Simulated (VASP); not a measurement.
# MnPt2 (P-3m1) in VASP: notebook

The runs below take MnPt2 through single point, with PBE0, PBE-based screened hybrid with 25 % exact exchange.

Program: VASP 6.6.1. These are calculated values, not measurements. Logs are shortened: lines on timing, memory, paths and dates and some standing lists are left out, and cuts for length are marked.

## (1) The cell of the first run

Symmetry: P-3m1, No. 164, trigonal system. Conventional cell: a = 2.858 Å, b = 2.858 Å, c = 6.533 Å, α = 90.00°, β = 90.00°, γ = 120.00°. Pt (site symmetry 3m) has 3 Mn at 2.64 Å and 9 Pt at 2.86 to 2.91 Å within 3.5 Å. Within 3.5 Å of Mn (site symmetry -3m) lie 6 Pt at 2.64 Å and 6 Mn at 2.86 Å.

## (2) Single point, PBE0, collinear spin, ferromagnetic start

The input, POSCAR:

```
MnPt2
1.0
    2.8584044518      0.0000000000      0.0000000000
   -1.4292022259      2.4754508696      0.0000000000
    0.0000000000      0.0000000000      6.5325040000
Pt Mn
2 1
Direct
    0.6666666667      0.3333333333      0.3162060000
    0.3333333333      0.6666666667      0.6837940000
    0.0000000000      0.0000000000      0.0000000000
```

The input, INCAR.step1:

```
SYSTEM = MnPt2
ALGO = Normal
EDIFF = 1E-5
ENCUT = 400
GGA = PE
GGA_COMPAT = .FALSE.
ISIF = 2
ISMEAR = -1
ISPIN = 2
KPAR = 4
LASPH = .TRUE.
LCHARG = .FALSE.
LMAXMIX = 4
LORBIT = 11
LREAL = .FALSE.
LWAVE = .TRUE.
MAGMOM = 0 0 4
NBANDS = 28
NELM = 200
PREC = Accurate
SIGMA = 0.05
```

The input, INCAR.step2:

```
SYSTEM = MnPt2
AEXX = 0.25
ALGO = Normal
EDIFF = 1E-6
ENCUT = 400
GGA = PE
GGA_COMPAT = .FALSE.
ISIF = 2
ISMEAR = -1
ISPIN = 2
ISTART = 1
KPAR = 4
LASPH = .TRUE.
LCHARG = .FALSE.
LHFCALC = .TRUE.
LMAXMIX = 4
LORBIT = 11
LREAL = .FALSE.
LWAVE = .FALSE.
MAGMOM = 0 0 4
NBANDS = 28
NELM = 200
PREC = Accurate
PRECFOCK = Normal
SIGMA = 0.05
```

The input, KPOINTS:

```
k-points
0
G
  6 6 2
  0 0 0
```

Potentials or basis: VASP PAW PBE potentials, release 64 (Pt, Mn_pv).

On the command line:

```
cat potpaw_PBE.64/Pt/POTCAR potpaw_PBE.64/Mn_pv/POTCAR > POTCAR
cp INCAR.step1 INCAR
mpirun -np 4 vasp_std > vasp.out
cp INCAR.step2 INCAR
mpirun -np 4 vasp_std > vasp.out
```

OUTCAR:

```text
SYSTEM = MnPt2
   AEXX = 0.25
   EDIFF = 1E-6
   ENCUT = 400
   GGA = PE
   ISIF = 2
   ISMEAR = -1
   ISPIN = 2
   ISTART = 1
   LASPH = .TRUE.
   LHFCALC = .TRUE.
   LORBIT = 11
   LREAL = .FALSE.
   NELM = 200
   PREC = Accurate
   PRECFOCK = Normal

 ion  position               nearest neighbor table
   1  0.667  0.333  0.316-   3 2.64   3 2.64   3 2.64   2 2.91   2 2.91   2 2.91
   2  0.333  0.667  0.684-   3 2.64   3 2.64   3 2.64   1 2.91   1 2.91   1 2.91
   3  0.000  0.000  0.000-   1 2.64   2 2.64   1 2.64   2 2.64   1 2.64   2 2.64

  LATTYP: Found a hexagonal cell.
 ALAT       =     2.8584044518
 C/A-ratio  =     2.2853672775

  Lattice vectors:

 A1 = (   2.8584044518,   0.0000000000,   0.0000000000)
 A2 = (  -1.4292022259,   2.4754508696,   0.0000000000)
 A3 = (   0.0000000000,   0.0000000000,   6.5325040000)

Analysis of symmetry for initial positions (statically):
=====================================================================
 Subroutine PRICEL returns:
 Original cell was already a primitive cell.

 Routine SETGRP: Setting up the symmetry group for a
 hexagonal supercell.

 Subroutine GETGRP returns: Found 12 space group operations
 (whereof 12 operations were pure point group operations)
 out of a pool of 24 trial point group operations.

The static configuration has the point symmetry D_3d.

Analysis of symmetry for dynamics (positions and initial velocities):
=====================================================================
 Subroutine PRICEL returns:
 Original cell was already a primitive cell.

 Routine SETGRP: Setting up the symmetry group for a
 hexagonal supercell.

 Subroutine GETGRP returns: Found 12 space group operations
 (whereof 12 operations were pure point group operations)
 out of a pool of 24 trial point group operations.

The dynamic configuration has the point symmetry D_3d.

Analysis of structural, dynamic, and magnetic symmetry:
=====================================================================
 Subroutine PRICEL returns:
 Original cell was already a primitive cell.

 Routine SETGRP: Setting up the symmetry group for a
 hexagonal supercell.

 Subroutine GETGRP returns: Found 12 space group operations
 (whereof 12 operations were pure point group operations)
 out of a pool of 24 trial point group operations.

The overall configuration has the point symmetry D_3d.

 Subroutine INISYM returns: Found 12 space group operations
 (whereof 12 operations are pure point group operations),
 and found     1 'primitive' translations

----------------------------------------------------------------------------------------

                                     Primitive cell

  volume of cell :      46.2230

  direct lattice vectors                    reciprocal lattice vectors
     2.858404452  0.000000000  0.000000000     0.349845523  0.201983407  0.000000000
    -1.429202226  2.475450870  0.000000000     0.000000000  0.403966814  0.000000000
     0.000000000  0.000000000  6.532504000     0.000000000  0.000000000  0.153080656

  length of vectors
     2.858404452  2.858404452  6.532504000     0.403966814  0.403966814  0.153080656

  position of ions in fractional coordinates (direct lattice)
     0.666666667  0.333333333  0.316206000
     0.333333333  0.666666667  0.683794000
     0.000000000  0.000000000  0.000000000

  ion indices of the primitive-cell ions
   primitive index   ion index
                 1           1
                 2           2
                 3           3

----------------------------------------------------------------------------------------

 KPOINTS: k-points

Automatic generation of k-mesh.
 Grid dimensions read from file:
 generate k-points for:    6    6    2

 Generating k-lattice:

  Cartesian coordinates                     Fractional coordinates (reciprocal lattice)
     0.058307587  0.033663901  0.000000000     0.166666667  0.000000000  0.000000000
     0.000000000  0.067327802  0.000000000     0.000000000  0.166666667  0.000000000
     0.000000000  0.000000000  0.076540328     0.000000000  0.000000000  0.500000000

  Length of vectors
     0.067327802  0.067327802  0.076540328

  Shift w.r.t. Gamma in fractional coordinates (k-lattice)
     0.000000000  0.000000000  0.000000000

 Subroutine IBZKPT returns following result:
 ===========================================

 Found     14 irreducible k-points:

 Following reciprocal coordinates:
            Coordinates               Weight
  0.000000  0.000000  0.000000      1.000000
  0.166667  0.000000  0.000000      6.000000
  0.333333  0.000000  0.000000      6.000000
  0.500000  0.000000  0.000000      3.000000
  0.166667  0.166667  0.000000      6.000000
  0.333333  0.166667  0.000000     12.000000
  0.333333  0.333333  0.000000      2.000000
  0.000000  0.000000  0.500000      1.000000
  0.166667  0.000000  0.500000      6.000000
  0.333333  0.000000  0.500000      6.000000
  0.500000  0.000000  0.500000      3.000000
  0.166667  0.166667  0.500000      6.000000
  0.333333  0.166667  0.500000     12.000000
  0.333333  0.333333  0.500000      2.000000
   k-points           NKPTS =     14   k-points in BZ     NKDIM =     72   number of bands    NBANDS=     28
   number of dos      NEDOS =    301   number of ions     NIONS =      3
   total plane-waves  NPLWV =  19200
   dimension x,y,z NGX =    20 NGY =   20 NGZ =   48
   dimension x,y,z NGXF=    40 NGYF=   40 NGZF=   96
   ions per type =               2   1
   NGX,Y,Z   is equivalent  to a cutoff of  11.63, 11.63, 12.22 a.u.
   NGXF,Y,Z  is equivalent  to a cutoff of  23.26, 23.26, 24.43 a.u.
 SYSTEM =  MnPt2
   PREC   = accura    normal or accurate (medium, high low for compatibility)
   ISTART =      1    job   : 0-new  1-cont  2-samecut
   ICHARG =      0    charge: 1-file 2-atom 10-const
   ISPIN  =      2    spin polarized calculation?
   LNONCOLLINEAR =      F non collinear calculations
   LSORBIT =      F    spin-orbit coupling
   LASPH  =      T    aspherical Exc in radial PAW
   ENCUT  =  400.0 eV  29.40 Ry    5.42 a.u.   4.66  4.66 10.65*2*pi/ulx,y,z
   NELM   =    200;   NELMIN=  2; NELMDL=  0     # of ELM steps
   EDIFF  = 0.1E-05   stopping-criterion for ELM
   LREAL  =      F    real-space projection
   EDIFFG = 0.1E-04   stopping-criterion for IOM
   NSW    =      0    number of steps for IOM
   IBRION =     -1    ionic relax: 0-MD 1-quasi-New 2-CG
   NFREE  =      0    steps in history (QN), initial steepest desc. (CG)
   ISIF   =      2    stress and relaxation
   ISYM   =      3    0-nonsym 1-usesym 2-fastsym
   POTIM  = 0.5000    time-step for ionic-motion
   TEBEG  =    0.0;   TEEND  =   0.0 temperature during run
   PSTRESS=    0.0 pullay stress
   NELECT =      33.0000    total number of electrons
   NUPDOWN=      -1.0000    fix difference up-down
   EMIN   =  10.00;   EMAX   =-10.00  energy-range for DOS
   EFERMI =   0.00;   METHOD = LEGACY
   ISMEAR =    -1;   SIGMA  =   0.05  broadening in eV -4-tet -1-fermi 0-gaus
   EFERMI_NEDOS =   21; number of points for ismear=-14 and -15
   IALGO  =     38    algorithm
   IMIX   =      1    mixing-type and parameters
     AMIX     =   0.40;   BMIX     =  1.00
     AMIX_MAG =   1.60;   BMIX_MAG =  1.00
  volume/ion in A,a.u.               =      15.41       103.98
  Fermi-wavevector in a.u.,A,eV,Ry     =   1.463166  2.764983 29.128095  2.140855
  Thomas-Fermi vector in A             =   2.579293
   LORBIT       =     11    0 simple, 1 ext, 2 COOP (PROOUT), +10 PAW based schemes
   GGA     = PE    functional components
   LHFCALC =     T    Hartree Fock is set to
   PRECFOCK=normal    Normal, Fast or Accurate (Low or Medium for compatibility)
   ENCUT4O =  -1.0   cutoff for four orbital integrals eV
   NKREDX  =     1    reduce k-point grid by
   NKREDY  =     1    reduce k-point grid by
   NKREDZ  =     1    reduce k-point grid by
   AEXX    =    0.2500 exact exchange contribution
   HFSCREEN=    0.0000 screening length (either q_TF or 0.3 A-1)
   HFSCREENC=   0.0000 screening length for correlation (either q_TF or 0.3 A-1)
   ENCUTFOCK=  -1.0 apply spherical cutoff to Coloumb kernel
   IVDW    =     0    specifies the selected vdW correction
   LEPSILON=     F    determine dielectric tensor
   LRPA    =     F    only Hartree local field effects (RPA)
 spin polarized calculation
  energy-cutoff  :      400.00
  volume of cell :       46.22
 maximum number of plane-waves:       861
 NGX is ok and might be reduce to    20
  NGX = 14; NGY = 14; NGZ = 32

 number of electron      33.0000006 magnetization       4.8064825

 Free energy of the ion-electron system (eV)
  ---------------------------------------------------
  ext. energy  EPLUGINS =         0.00000000
  ---------------------------------------------------
  free energy    TOTEN  =       -30.76275862 eV

  energy without entropy =      -30.76079491  energy(sigma->0) =      -30.76177677

 E-fermi :   8.9880     XC(G=0): -10.0477

 val. band max:        8.9080145342   @ k =   0.1667   0.0000   0.0000
 cond. band min:       9.2641224327   @ k =   0.5000   0.0000   0.0000
 fundamental gap:      0.3561078985
 Fermi energy:         8.9880242772

 spin component 1

 k-point     1 :       0.0000    0.0000    0.0000
  band No.  band energies     occupation
      1     -45.7522      1.00000
      2     -45.7522      1.00000
      3     -45.7195      1.00000
      4      -1.3785      1.00000
      5       1.1637      1.00000
      6       1.6558      1.00000
[... 20 lines left out ...]
     27      29.7960      0.00000
     28      29.7960      0.00000

 k-point     2 :       0.1667    0.0000    0.0000
  band No.  band energies     occupation
      1     -45.7873      1.00000
      2     -45.7612      1.00000
      3     -45.7153      1.00000
      4      -0.4416      1.00000
      5       1.9223      1.00000
      6       2.2444      1.00000
[... 364 lines left out ...]
 k-point    14 :       0.3333    0.3333    0.5000
  band No.  band energies     occupation
      1     -45.8510      1.00000
      2     -45.8510      1.00000
      3     -45.7017      1.00000
      4       2.6980      1.00000
      5       2.6980      1.00000
      6       2.8720      1.00000
[... 20 lines left out ...]
     27      23.4253      0.00000
     28      23.4664      0.00000
 Fermi energy:         8.9880242772

 spin component 2

 k-point     1 :       0.0000    0.0000    0.0000
  band No.  band energies     occupation
      1     -39.5532      1.00000
      2     -39.5227      1.00000
      3     -39.5227      1.00000
      4      -1.2219      1.00000
      5       1.3099      1.00000
      6       3.0249      1.00000
[... 20 lines left out ...]
     27      30.5511      0.00000
     28      30.5513      0.00000

 k-point     2 :       0.1667    0.0000    0.0000
  band No.  band energies     occupation
      1     -39.5653      1.00000
      2     -39.5462      1.00000
      3     -39.5325      1.00000
      4      -0.2645      1.00000
      5       2.2086      1.00000
      6       3.4889      1.00000
[... 364 lines left out ...]
 k-point    14 :       0.3333    0.3333    0.5000
  band No.  band energies     occupation
      1     -39.6390      1.00000
      2     -39.6390      1.00000
      3     -39.5230      1.00000
      4       3.5716      1.00000
      5       3.5966      1.00000
      6       3.5966      1.00000
[... 20 lines left out ...]
     27      24.2314      0.00000
     28      24.3800      0.00000

------------------------ aborting loop because EDIFF is reached ----------------------------------------

  FORCE on cell =-STRESS in cart. coord.  units (eV):
  Direction    XX          YY          ZZ          XY          YZ          ZX
  --------------------------------------------------------------------------------------
  -------------------------------------------------------------------------------------
  Total       -1.2461219     -1.2461219      0.3666548      0.0000000      0.0000000      0.0000000
  in kB      -43.1930077    -43.1930077     12.7089680      0.0000000      0.0000000      0.0000000
  external PRESSURE =     -24.5590158 kB  Pullay stress =       0.0000000 kB

 VOLUME and BASIS-vectors are now :
 -----------------------------------------------------------------------------
  energy-cutoff  :      400.00
  volume of cell :       46.22
      direct lattice vectors                 reciprocal lattice vectors
     2.858404452  0.000000000  0.000000000     0.349845523  0.201983407  0.000000000
    -1.429202226  2.475450870  0.000000000     0.000000000  0.403966814  0.000000000
     0.000000000  0.000000000  6.532504000     0.000000000  0.000000000  0.153080656

 POSITION                                       TOTAL-FORCE (eV/Angst)
 -----------------------------------------------------------------------------------
      1.42920      0.82515      2.06562        -0.000000      0.000000      0.215879
     -0.00000      1.65030      4.46689         0.000000     -0.000000     -0.215879
      0.00000      0.00000      0.00000         0.000000      0.000000      0.000000
 -----------------------------------------------------------------------------------
    total drift:                                0.000001     -0.000001     -0.000001

  FREE ENERGIE OF THE ION-ELECTRON SYSTEM (eV)
  ---------------------------------------------------
  free  energy   TOTEN  =       -30.7627586182 eV

  energy  without entropy=      -30.7607949150  energy(sigma->0) =      -30.76177677

 total charge

# of ion       s       p       d       tot
------------------------------------------
    1        0.678   0.508   8.160   9.346
    2        0.678   0.508   8.160   9.346
    3        0.331   6.268   4.919  11.518
--------------------------------------------------
tot          1.686   7.285  21.239  30.210

 magnetization (x)

# of ion       s       p       d       tot
------------------------------------------
    1       -0.036  -0.030   0.302   0.236
    2       -0.036  -0.030   0.302   0.236
    3        0.013   0.016   4.169   4.198
--------------------------------------------------
tot         -0.059  -0.044   4.773   4.671
```

Run time: 10 min. Hardware: 4 MPI ranks of Intel Xeon Platinum 8488C (Sapphire Rapids), shared host; peak memory 0.19 GiB.

What came out:

| Property | Result |
| --- | --- |
| Free energy | -30.7628 eV |
| Pressure | -2.5 GPa |
| Largest force | 0.216 eV/Å |
| Net moment | 4.81 μB per cell |
| Site moments | Pt +0.24; Mn +4.20 μB |
| Valence electrons inside the program's atomic spheres | Pt 9.35; Mn 11.52 |

Forces on the atoms (eV/Å):
```
Pt   0.000  0.000  0.216
Pt   0.000  0.000 -0.216
Mn   0.000  0.000  0.000
```

Caveat: the k points lie up to 0.48 Å⁻¹ apart; the PAW data sets were made with another functional, which shifts forces and pressure a little; spin-orbit coupling is left out, which moves the levels of the heavy elements.

## (3) Single point, PBE-based screened hybrid with 25 % exact exchange, collinear spin, ferromagnetic start

POSCAR is that of step 2.

The input, INCAR.step1:

```
ALGO = Normal
EDIFF = 1E-5
ENCUT = 400
GGA = PE
GGA_COMPAT = False
ISIF = 2
ISMEAR = -1
ISPIN = 2
KPAR = 4
LASPH = True
LCHARG = False
LMAXMIX = 4
LORBIT = 11
LREAL = False
LWAVE = True
MAGMOM = 0 0 4
NBANDS = 28
NELM = 200
PREC = Accurate
SIGMA = 0.05
```

The input, INCAR.step2:

```
AEXX = 0.25
ALGO = Normal
EDIFF = 1E-6
ENCUT = 400
GGA = PE
GGA_COMPAT = False
HFSCREEN = 0.3
ISIF = 2
ISMEAR = -1
ISPIN = 2
ISTART = 1
KPAR = 4
LASPH = True
LCHARG = False
LHFCALC = True
LMAXMIX = 4
LORBIT = 11
LREAL = False
LWAVE = False
MAGMOM = 0 0 4
NBANDS = 28
NELM = 200
PREC = Accurate
PRECFOCK = Normal
SIGMA = 0.05
```

The input, KPOINTS:

```
k-points
0
Gamma
  6 6 2
```

Potentials or basis: VASP PAW PBE potentials, release 64 (Pt, Mn_pv).

On the command line:

```
cat potpaw_PBE.64/Pt/POTCAR potpaw_PBE.64/Mn_pv/POTCAR > POTCAR
cp INCAR.step1 INCAR
mpirun -np 4 vasp_std > vasp.out
cp INCAR.step2 INCAR
mpirun -np 4 vasp_std > vasp.out
```

OUTCAR:

```text
AEXX = 0.25
   EDIFF = 1E-6
   ENCUT = 400
   GGA = PE
   HFSCREEN = 0.3
   ISIF = 2
   ISMEAR = -1
   ISPIN = 2
   ISTART = 1
   LASPH = True
   LHFCALC = True
   LORBIT = 11
   LREAL = False
   NELM = 200
   PREC = Accurate
   PRECFOCK = Normal

 ion  position               nearest neighbor table
   1  0.667  0.333  0.316-   3 2.64   3 2.64   3 2.64   2 2.91   2 2.91   2 2.91
   2  0.333  0.667  0.684-   3 2.64   3 2.64   3 2.64   1 2.91   1 2.91   1 2.91
   3  0.000  0.000  0.000-   1 2.64   2 2.64   1 2.64   2 2.64   1 2.64   2 2.64

  LATTYP: Found a hexagonal cell.
 ALAT       =     2.8584044518
 C/A-ratio  =     2.2853672775
[... 1086 lines left out ...]
  energy-cutoff  :      400.00
  volume of cell :       46.22
      direct lattice vectors                 reciprocal lattice vectors
     2.858404452  0.000000000  0.000000000     0.349845523  0.201983407  0.000000000
    -1.429202226  2.475450870  0.000000000     0.000000000  0.403966814  0.000000000
     0.000000000  0.000000000  6.532504000     0.000000000  0.000000000  0.153080656

 POSITION                                       TOTAL-FORCE (eV/Angst)
 -----------------------------------------------------------------------------------
      1.42920      0.82515      2.06562        -0.000000      0.000000      0.228714
     -0.00000      1.65030      4.46689         0.000000     -0.000000     -0.228714
      0.00000      0.00000      0.00000        -0.000000      0.000000      0.000000
 -----------------------------------------------------------------------------------
    total drift:                                0.000000      0.000001      0.000000

  FREE ENERGIE OF THE ION-ELECTRON SYSTEM (eV)
  ---------------------------------------------------
  free  energy   TOTEN  =       -27.5913616033 eV

  energy  without entropy=      -27.5874699540  energy(sigma->0) =      -27.58941578

 total charge

# of ion       s       p       d       tot
------------------------------------------
    1        0.674   0.506   8.163   9.344
    2        0.674   0.506   8.163   9.344
    3        0.329   6.268   4.922  11.519
--------------------------------------------------
tot          1.678   7.280  21.249  30.207

 magnetization (x)

# of ion       s       p       d       tot
------------------------------------------
    1       -0.035  -0.027   0.331   0.269
    2       -0.035  -0.027   0.331   0.269
    3        0.016   0.018   4.164   4.198
--------------------------------------------------
tot         -0.054  -0.035   4.826   4.737
```

OUTCAR.step1:

```text
EDIFF = 1E-5
   ENCUT = 400
   GGA = PE
   ISIF = 2
   ISMEAR = -1
   ISPIN = 2
   LASPH = True
   LORBIT = 11
   LREAL = False
[... 1111 lines left out ...]

# of ion       s       p       d       tot
------------------------------------------
    1        0.650   0.530   8.050   9.230
    2        0.650   0.530   8.050   9.230
    3        0.319   6.267   4.960  11.546
--------------------------------------------------
tot          1.620   7.327  21.059  30.007

 magnetization (x)

# of ion       s       p       d       tot
------------------------------------------
    1       -0.018  -0.002   0.376   0.356
    2       -0.018  -0.002   0.376   0.356
    3        0.018   0.027   3.796   3.842
--------------------------------------------------
tot         -0.017   0.023   4.548   4.554
```

It took 15 min on 4 MPI ranks of Oxide Virtual Turin-like, shared host; peak memory 0.26 GiB.

What came out:

| Item | Value |
| --- | --- |
| Free energy | -27.5914 eV |
| Pressure | -1.8 GPa |
| Largest force | 0.229 eV/Å |
| Net moment | 4.88 μB per cell |
| Site moments | Pt +0.27; Mn +4.20 μB |
| Valence electrons inside the program's atomic spheres | Pt 9.34; Mn 11.52 |

Forces in eV/Å, atoms in the order of the input:
```
Pt   0.000  0.000  0.229
Pt   0.000  0.000 -0.229
Mn   0.000  0.000  0.000
```

Stress tensor (GPa, compression positive):
```
-3.09  0.00  0.00
 0.00 -3.09  0.00
 0.00  0.00  0.78
```

Caveat: the k points lie up to 0.48 Å⁻¹ apart; the PAW data sets were made with another functional, which shifts forces and pressure a little; spin-orbit coupling is left out, which moves the levels of the heavy elements.
